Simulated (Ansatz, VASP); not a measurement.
## MoS2 in VASP and in Ansatz

```xyz
6
Lattice="3.2230 0.0000 0.0000 -1.6115 2.7912 0.0000 0.0000 0.0000 12.5361" Properties=species:S:1:pos:R:3 pbc="T T T"
Mo    0.0000    1.8608    3.1340
Mo    1.6115    0.9304    9.4021
S     0.0000    1.8608    7.8664
S     1.6115    0.9304    1.5984
S     0.0000    1.8608   10.9378
S     1.6115    0.9304    4.6697
```

Change from the starting cell: volume scaled by 1.06.

Alike in both runs: task single point; functional PBE; k mesh 10 × 10 × 3; occupations fermi-dirac, width 0.03 eV; no spin polarisation.

|  | VASP | Ansatz |
| --- | --- | --- |
| version | VASP 6.6.1 | Ansatz 0.2.0 |
| potentials or method | VASP PAW PBE potentials, release 64 (Mo_sv, S), cutoff 520 eV | all-electron LAPW, scalar-relativistic |

Ansatz gave:

| Item | Value |
| --- | --- |
| pressure (GPa) | -0.1 |
| traceless stress, the component that is largest in VASP (GPa) | 3.59 |
| rms of the force components (eV/Å) | 0.097 |

Task: What did VASP give for the same quantities?

Result: Pressure (GPa): -0.3; traceless stress, the component that is largest in VASP (GPa): 3.56; rms of the force components (eV/Å): 0.090.

Atom by atom the forces differ by 0.006 eV/Å (rms over components). Ansatz ran all-electron here, and VASP with PAW potentials.
